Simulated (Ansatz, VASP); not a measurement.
This is a calculation of HfB for VASP 6.6.1.

Contents of INCAR:

```
ALGO = Normal
EDIFF = 1E-6
ENCUT = 520
GGA = PE
ISIF = 2
ISMEAR = -1
LASPH = T
LCHARG = T
LELF = T
LREAL = F
LVHAR = T
LWAVE = F
NBANDS = 14
NELM = 100
PREC = Accurate
SIGMA = 0.05
```

KPOINTS

```
k-points
0
Gamma
  10 10 10
```

The input POSCAR:

```
HfB
1.0
    0.0000000000      2.2787799567      2.2787799567
    2.2787799567      0.0000000000      2.2787799567
    2.2787799567      2.2787799567      0.0000000000
Hf B
1 1
Direct
    0.5000000000      0.5000000000      0.5000000000
    0.0000000000      0.0000000000      0.0000000000
```

Potentials or basis: VASP PAW PBE potentials, release 64 (Hf_pv, B).

Launch:

```console
$ cat potpaw_PBE.64/Hf_pv/POTCAR potpaw_PBE.64/B/POTCAR > POTCAR
$ mpirun -np 1 vasp_std > vasp.out
```

Question: Translate it to Ansatz 0.2.0. Potentials there: all-electron LAPW, scalar-relativistic.

Answer: As run (the cutoff follows the program's own potentials):

Contents of input.yaml:

```yaml
crystal:
  lattice:
    - [0.0, 2.2787799567, 2.2787799567]
    - [2.2787799567, 0.0, 2.2787799567]
    - [2.2787799567, 2.2787799567, 0.0]
  atoms:
    - { symbol: Hf, position: [0.5, 0.5, 0.5] }
    - { symbol: B, position: [0.0, 0.0, 0.0] }
kpoints:
  mp_grid: { grid: [10, 10, 10] }
scf:
  occupations: { method: fermi_dirac, width: 0.05 }
hamiltonian:
  xc: pbe
  pseudopotentials: { kind: all_electron, lapw: { basis_error: 0.0005 } }
output:
  forces: true
  stress: true
  eigenvalues: true
```

Potentials or basis: all-electron LAPW, scalar-relativistic.

Launch:

```console
$ ansatz run input.yaml --threads 1 --pin off --max-ram 2560MiB --backend cpu --events-out ev --progress --plain --runs-dir out
```

Both were run:

|  | VASP | Ansatz | Ansatz less VASP |
| --- | --- | --- | --- |
| gap on the k mesh at the Fermi level (eV) | none | none | - |
| pressure (GPa) | 42.8 | 41.6 | -1.23 |

A gap of «none» marks a metal or a gap that the smearing closes. Both programs put the cell under a high pressure, so it lies far from rest at this level. Ansatz ran all-electron here, and VASP with PAW potentials.

Spin-orbit coupling is off throughout.
